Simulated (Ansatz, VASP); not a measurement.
One calculation of BaTiO3, two programs

```
Ba Ti O
1.0
     4.02887    0.00000    0.00000
     0.00000    4.02887    0.00000
     0.00000    0.00000    4.02887
Ba Ti O
1 1 3
Direct
  0.50000 0.50000 0.50000
  0.00000 0.00000 0.00000
  0.50000 0.00000 0.00000
  0.00000 0.50000 0.00000
  0.00000 0.00000 0.50000
```

Alike in both runs: functional PBE; k mesh 8 × 8 × 8; occupations gaussian, width 0.02 eV; no spin polarisation; Hubbard terms Ti d U = 4.0 eV.

Ansatz relaxed the structure, and its values are those at the end. VASP's run is a single point on that final structure, the one shown.

```csv
,VASP,Ansatz
version,VASP 6.6.1,Ansatz 0.2.0
potentials or method,"VASP PAW PBE potentials, release 64 (Ba_sv, Ti_sv, O_h), cutoff 910 eV","scalar-relativistic, plane waves, PAW"
valence electrons in the cell,40,40
```

Ansatz gave:

```
gap on the k mesh at the Fermi level (eV) : 2.21
least direct gap on the mesh (eV)         : 2.38
```

Task: What did VASP give for the same quantities?

Result: gap on the k mesh at the Fermi level (eV): 2.17; least direct gap on the mesh (eV): 2.38.

The programs project onto different local orbitals, so the same U acts differently, and such runs can settle in different states.

Neither program's run includes spin-orbit coupling. Noted on VASP's run: the cutoff is short for stress, so the pressure is rough.
